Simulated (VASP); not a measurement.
# Ni (Fm-3m) in VASP: notebook, part 2 of 2

VASP 6.6.1. Earlier steps stand in the parts before.

## 3. Relaxation of volume and atoms at fixed shape, r2SCAN, collinear spin, ferromagnetic start

This run uses another cell than the first one, of 10.94 Å³/atom.

POSCAR reads:

```
Ni
1.0
    0.0000000000      1.7619350000      1.7619350000
    1.7619350000      0.0000000000      1.7619350000
    1.7619350000      1.7619350000      0.0000000000
Ni
1
Direct
    0.0000000000      0.0000000000      0.0000000000
```

INCAR.step1 reads:

```
PREC = Accurate
ENCUT = 600
ISMEAR = 0
SIGMA = 0.05
LREAL = F
LASPH = T
NELM = 150
ISPIN = 2
MAGMOM = 1.5
LMAXMIX = 4
GGA = PE
ALGO = Normal
EDIFF = 1E-4
LWAVE = T
LCHARG = F
```

INCAR.step2 reads:

```
PREC = Accurate
ENCUT = 600
EDIFF = 1E-7
ISMEAR = 0
SIGMA = 0.05
LREAL = F
LASPH = T
NELM = 150
ALGO = Normal
ISIF = 8
LWAVE = F
LCHARG = F
ISPIN = 2
MAGMOM = 1.5
LORBIT = 11
LMAXMIX = 4
METAGGA = R2SCAN
LMIXTAU = T
IBRION = 2
NSW = 80
EDIFFG = -0.02
ISTART = 1
```

KPOINTS reads:

```
Automatic mesh
0
Gamma
  12 12 12
```

Potentials or basis: VASP PAW PBE potentials, release 64 (Ni).

Launch:

```bash
$ cat potpaw_PBE.64/Ni/POTCAR > POTCAR
$ cp INCAR.step1 INCAR
$ mpirun -np 1 vasp_std > vasp.out
$ cp INCAR.step2 INCAR
$ mpirun -np 1 vasp_std > vasp.out
```

OUTCAR:

```text
PREC = Accurate
   ENCUT = 600
   EDIFF = 1E-7
   ISMEAR = 0
   LREAL = F
   LASPH = T
   NELM = 150
   ISIF = 8
   ISPIN = 2
   LORBIT = 11
   METAGGA = R2SCAN
   IBRION = 2
   NSW = 80
   EDIFFG = -0.02
   ISTART = 1

 ion  position               nearest neighbor table
   1  0.000  0.000  0.000-

  LATTYP: Found a face centered cubic cell.
 ALAT       =     3.5238700000

  Lattice vectors:

 A1 = (   0.0000000000,   1.7619350000,   1.7619350000)
 A2 = (   1.7619350000,   0.0000000000,   1.7619350000)
 A3 = (   1.7619350000,   1.7619350000,   0.0000000000)

Analysis of symmetry for initial positions (statically):
=====================================================================
 Subroutine PRICEL returns:
 Original cell was already a primitive cell.

 Routine SETGRP: Setting up the symmetry group for a
 face centered cubic supercell.

 Subroutine GETGRP returns: Found 48 space group operations
 (whereof 48 operations were pure point group operations)
 out of a pool of 48 trial point group operations.

The static configuration has the point symmetry O_h .

Analysis of symmetry for dynamics (positions and initial velocities):
=====================================================================
 Subroutine PRICEL returns:
 Original cell was already a primitive cell.

 Routine SETGRP: Setting up the symmetry group for a
 face centered cubic supercell.

 Subroutine GETGRP returns: Found 48 space group operations
 (whereof 48 operations were pure point group operations)
 out of a pool of 48 trial point group operations.

The dynamic configuration has the point symmetry O_h .

Analysis of structural, dynamic, and magnetic symmetry:
=====================================================================
 Subroutine PRICEL returns:
 Original cell was already a primitive cell.

 Routine SETGRP: Setting up the symmetry group for a
 face centered cubic supercell.

 Subroutine GETGRP returns: Found 48 space group operations
 (whereof 48 operations were pure point group operations)
 out of a pool of 48 trial point group operations.

The overall configuration has the point symmetry O_h .

 Subroutine INISYM returns: Found 48 space group operations
 (whereof 48 operations are pure point group operations),
 and found     1 'primitive' translations

----------------------------------------------------------------------------------------

                                     Primitive cell

  volume of cell :      10.9396

  direct lattice vectors                    reciprocal lattice vectors
     0.000000000  1.761935000  1.761935000    -0.283778914  0.283778914  0.283778914
     1.761935000  0.000000000  1.761935000     0.283778914 -0.283778914  0.283778914
     1.761935000  1.761935000  0.000000000     0.283778914  0.283778914 -0.283778914

  length of vectors
     2.491752373  2.491752373  2.491752373     0.491519496  0.491519496  0.491519496

  position of ions in fractional coordinates (direct lattice)
     0.000000000  0.000000000  0.000000000

  ion indices of the primitive-cell ions
   primitive index   ion index
                 1           1

[... 61 lines left out ...]
 SYSTEM =  unknown system
   PREC   = accura    normal or accurate (medium, high low for compatibility)
   ISTART =      1    job   : 0-new  1-cont  2-samecut
   ICHARG =      0    charge: 1-file 2-atom 10-const
   ISPIN  =      2    spin polarized calculation?
   LNONCOLLINEAR =      F non collinear calculations
   LSORBIT =      F    spin-orbit coupling
   LASPH  =      T    aspherical Exc in radial PAW
   ENCUT  =  600.0 eV  44.10 Ry    6.64 a.u.   4.98  4.98  4.98*2*pi/ulx,y,z
   NELM   =    150;   NELMIN=  2; NELMDL=  0     # of ELM steps
   EDIFF  = 0.1E-06   stopping-criterion for ELM
   LREAL  =      F    real-space projection
   EDIFFG = -.2E-01   stopping-criterion for IOM
   NSW    =     80    number of steps for IOM
   IBRION =      2    ionic relax: 0-MD 1-quasi-New 2-CG
   NFREE  =      1    steps in history (QN), initial steepest desc. (CG)
   ISIF   =      8    stress and relaxation
   ISYM   =      2    0-nonsym 1-usesym 2-fastsym
   POTIM  = 0.5000    time-step for ionic-motion
   TEBEG  =    0.0;   TEEND  =   0.0 temperature during run
   PSTRESS=    0.0 pullay stress
   NELECT =      10.0000    total number of electrons
   NUPDOWN=      -1.0000    fix difference up-down
   EMIN   =  10.00;   EMAX   =-10.00  energy-range for DOS
   EFERMI =   0.00;   METHOD = LEGACY
   ISMEAR =     0;   SIGMA  =   0.05  broadening in eV -4-tet -1-fermi 0-gaus
   EFERMI_NEDOS =   21; number of points for ismear=-14 and -15
   IALGO  =     38    algorithm
   IMIX   =      4    mixing-type and parameters
     AMIX     =   0.40;   BMIX     =  1.00
     AMIX_MAG =   1.60;   BMIX_MAG =  1.00
  volume/ion in A,a.u.               =      10.94        73.82
  Fermi-wavevector in a.u.,A,eV,Ry     =   1.588821  3.002436 34.345893  2.524352
  Thomas-Fermi vector in A             =   2.687765
   LORBIT       =     11    0 simple, 1 ext, 2 COOP (PROOUT), +10 PAW based schemes
   METAGGA = R2SCAN    functional components
   LHFCALC =     F    Hartree Fock is set to
   AEXX    =    0.0000 exact exchange contribution
   IVDW    =     0    specifies the selected vdW correction
   LEPSILON=     F    determine dielectric tensor
   LRPA    =     F    only Hartree local field effects (RPA)
 conjugate gradient relaxation of ions
 spin polarized calculation
 Gauss-broadening in eV      SIGMA  =   0.05
  energy-cutoff  :      600.00
  volume of cell :       10.94
 maximum number of plane-waves:       380
   NGX =  9   NGY =  9   NGZ =  9

--------------------------------------- Ionic step        1  -------------------------------------------

 number of electron      10.0000010 magnetization       0.7330938

 Free energy of the ion-electron system (eV)
  ---------------------------------------------------
  ext. energy  EPLUGINS =         0.00000000
  ---------------------------------------------------
  free energy    TOTEN  =       -11.94094156 eV

  energy without entropy =      -11.94010611  energy(sigma->0) =      -11.94052383

------------------------ aborting loop because EDIFF is reached ----------------------------------------

  FORCE on cell =-STRESS in cart. coord.  units (eV):
  Direction    XX          YY          ZZ          XY          YZ          ZX
  --------------------------------------------------------------------------------------
  -------------------------------------------------------------------------------------
  Total       -0.5257799     -0.5257799     -0.5257799      0.0000000      0.0000000      0.0000000
  in kB      -77.0042842    -77.0042842    -77.0042842      0.0000000      0.0000000      0.0000000
  external PRESSURE =     -77.0042842 kB  Pullay stress =       0.0000000 kB
[... 22 lines left out ...]
--------------------------------------- Ionic step        2  -------------------------------------------

 number of electron       9.9999992 magnetization       0.7189067

 E-fermi :  10.3764     XC(G=0): -14.8830

 val. band max:       10.2920568823   @ k =  -0.1667   0.1667   0.0000
 cond. band min:      10.3982225006   @ k =  -0.3333   0.2500   0.0833
 fundamental gap:      0.1061656184
 Fermi energy:        10.3764211016

 spin component 1

 k-point     1 :       0.0000    0.0000    0.0000
  band No.  band energies     occupation
      1       0.4407      1.00000
      2       7.2336      1.00000
      3       7.2336      1.00000
      4       7.2336      1.00000
      5       8.6447      1.00000
      6       8.6447      1.00000
      7      35.5419      0.00000
      8      40.2690      0.00000
      9      40.2690      0.00000
     10      40.2692      0.00000
[... 649 lines left out ...]
--------------------------------------- Ionic step        3  -------------------------------------------

 number of electron      10.0000001 magnetization       0.7214005

 Free energy of the ion-electron system (eV)
  ---------------------------------------------------
  ext. energy  EPLUGINS =         0.00000000
  ---------------------------------------------------
  free energy    TOTEN  =       -11.95130210 eV

  energy without entropy =      -11.95038582  energy(sigma->0) =      -11.95084396

 E-fermi :   9.8071     XC(G=0): -14.6122

 val. band max:        9.7199683348   @ k =  -0.1667   0.1667   0.0000
 cond. band min:       9.8320692844   @ k =   0.5000   0.1667   0.0833
 fundamental gap:      0.1121009496
 Fermi energy:         9.8071031213

 spin component 1

 k-point     1 :       0.0000    0.0000    0.0000
  band No.  band energies     occupation
      1       0.1555      1.00000
      2       6.7618      1.00000
      3       6.7618      1.00000
      4       6.7618      1.00000
      5       8.1094      1.00000
      6       8.1094      1.00000
      7      34.6292      0.00000
      8      39.0396      0.00000
      9      39.0396      0.00000
     10      39.0398      0.00000
[... 643 lines left out ...]
  FREE ENERGIE OF THE ION-ELECTRON SYSTEM (eV)
  ---------------------------------------------------
  free  energy   TOTEN  =       -11.9513020957 eV

  energy  without entropy=      -11.9503858225  energy(sigma->0) =      -11.95084396

 reached required accuracy - stopping structural energy minimisation

 total charge

# of ion       s       p       d       tot
------------------------------------------
    1        0.529   0.548   8.329   9.406

 magnetization (x)

# of ion       s       p       d       tot
------------------------------------------
    1       -0.011  -0.047   0.800   0.742
```

OUTCAR.step1:

```text
PREC = Accurate
   ENCUT = 600
   ISMEAR = 0
   LREAL = F
   LASPH = T
[... 860 lines left out ...]

 POSITION                                       TOTAL-FORCE (eV/Angst)
 -----------------------------------------------------------------------------------
      0.00000      0.00000      0.00000         0.000000      0.000000      0.000000
 -----------------------------------------------------------------------------------
    total drift:                                0.000000      0.000000      0.000000

  FREE ENERGIE OF THE ION-ELECTRON SYSTEM (eV)
  ---------------------------------------------------
  free  energy   TOTEN  =        -5.4702935067 eV

  energy  without entropy=       -5.4684855727  energy(sigma->0) =       -5.46938954
```

It took 2.9 min on 1 thread of Intel Xeon Platinum 8259CL at 2.50GHz (Skylake/Cascade Lake), shared host; peak memory 0.15 GiB.

What came out:

* Free energy: -11.9513 eV
* Relaxed volume: 10.53 Å³/atom
* Relaxed cell: a = 2.460 Å, b = 2.460 Å, c = 2.460 Å, α = 60.00°, β = 60.00°, γ = 60.00°
* Space group after relaxing (to 0.1 Å): Fm-3m (No. 225)
* Energy gained by relaxing: 10.4 meV/atom
* Ionic steps: 3
* Pressure after relaxing: -0.1 GPa
* Net moment: 0.72 μB per cell
* Site moments: Ni +0.74 μB
* Valence electrons inside the program's atomic spheres: Ni 9.41

The path:
```
step  energy change (eV)  largest force (eV/Å)  pressure (GPa)  volume (Å³)
   1              0.0000                0.0000           -7.70        10.94
   2              0.0006                0.0000            9.19        10.13
   3             -0.0104                0.0000           -0.12        10.53
```

Final structure:
```
Ni
1.0
     0.00000    1.73954    1.73954
     1.73954    0.00000    1.73954
     1.73954    1.73954    0.00000
Ni
1
Direct
  0.00000 0.00000 0.00000
```

Caveat: the PAW data sets were made with another functional, which shifts forces and pressure a little.
